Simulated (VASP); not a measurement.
A run of VASP 6.6.1:

INCAR

```
SYSTEM = W2N
ALGO = Normal
EDIFF = 1E-6
ENCUT = 1330
GGA = PS
GGA_COMPAT = .FALSE.
ISIF = 2
ISMEAR = 0
LASPH = .TRUE.
LCHARG = .TRUE.
LELF = .TRUE.
LREAL = .FALSE.
LVHAR = .TRUE.
LWAVE = .FALSE.
NBANDS = 60
NELM = 120
PREC = Accurate
SIGMA = 0.1
```

File KPOINTS:

```
k-points
0
G
  12 12 1
  0 0 0
```

POSCAR

```
W2N
1.0
    2.8028669242      0.0000000000      0.0000000000
   -1.4014334621      2.4273539598      0.0000000000
    0.0000000000      0.0000000000     17.4315858980
W N
6 3
Direct
    0.0000000000      0.0000000000      0.0758534214
    0.0000000000      0.0000000000      0.9241465786
    0.3333333333      0.6666666667      0.2627331157
    0.6666666667      0.3333333333      0.7372668843
    0.3333333333      0.6666666667      0.4173902810
    0.6666666667      0.3333333333      0.5826097190
    0.0000000000      0.0000000000      0.5000000000
    0.3333333333      0.6666666667      0.1505566322
    0.6666666667      0.3333333333      0.8494433678
```

Potentials or basis: VASP PAW PBE potentials, release 64 (W_sv, N_h).

Run with:

```bash
$ cat potpaw_PBE.64/W_sv/POTCAR potpaw_PBE.64/N_h/POTCAR > POTCAR
$ mpirun -np 1 vasp_std > vasp.out
```

Hardware: 1 thread of Intel(R) Xeon(R) Platinum 8259CL CPU @ 2.50GHz (Skylake/Cascade Lake), with other jobs on the host.

**Question.** How long does it take, and how much memory?

**Answer.** It took 15 min on 1 thread of Intel(R) Xeon(R) Platinum 8259CL CPU @ 2.50GHz (Skylake/Cascade Lake) (shared host), peak memory 0.81 GiB. Counts: scf iterations 20, k points 19.
